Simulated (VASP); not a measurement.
Wanted: the native input for a VASP 6.6.1 run.

- Task: single point
- Functional: LDA
- Potentials or basis: VASP PAW LDA potentials, release 64 (Zn)
- Cutoff: 520 eV
- k mesh: 57 × 57 × 26
- Occupations: gaussian, width 0.1 eV
- Spin: no spin polarisation
- Dipole correction: no
- Further INCAR settings: ALGO = Fast; EDIFF = 1e-07; NBANDS = 19

The structure of Zn lies in POSCAR:

```
Zn
1.0
    2.5600794820      0.0000000000      0.0000000000
   -1.2800397410      2.2170938671      0.0000000000
    0.0000000000      0.0000000000      4.5389593444
Zn
2
Direct
    0.3333333333      0.6666666667      0.2500000000
    0.6666666667      0.3333333333      0.7500000000
```

The input as run:

INCAR

```
ALGO = Fast
EDIFF = 1E-7
ENCUT = 520
GGA = CA
ISIF = 2
ISMEAR = 0
LASPH = True
LCHARG = False
LREAL = False
LWAVE = False
NBANDS = 19
NELM = 80
PREC = Accurate
SIGMA = 0.1
```

KPOINTS

```
k-points
0
Gamma
  57 57 26
```

Potentials or basis: VASP PAW LDA potentials, release 64 (Zn).

Command:

```console
$ cat potpaw_LDA.64/Zn/POTCAR > POTCAR
$ mpirun -np 1 vasp_std > vasp.out
```

Results of the run:

The pressure is 5.8 GPa and the band gap on the k mesh is zero (bands 12 and 13 overlap by 4.14 eV).

Caveat: the cell stands under pressure.

It took 13 min on 1 thread of Intel(R) Xeon(R) 6975P-C (Granite Rapids) (shared host), peak memory 1.6 GiB.
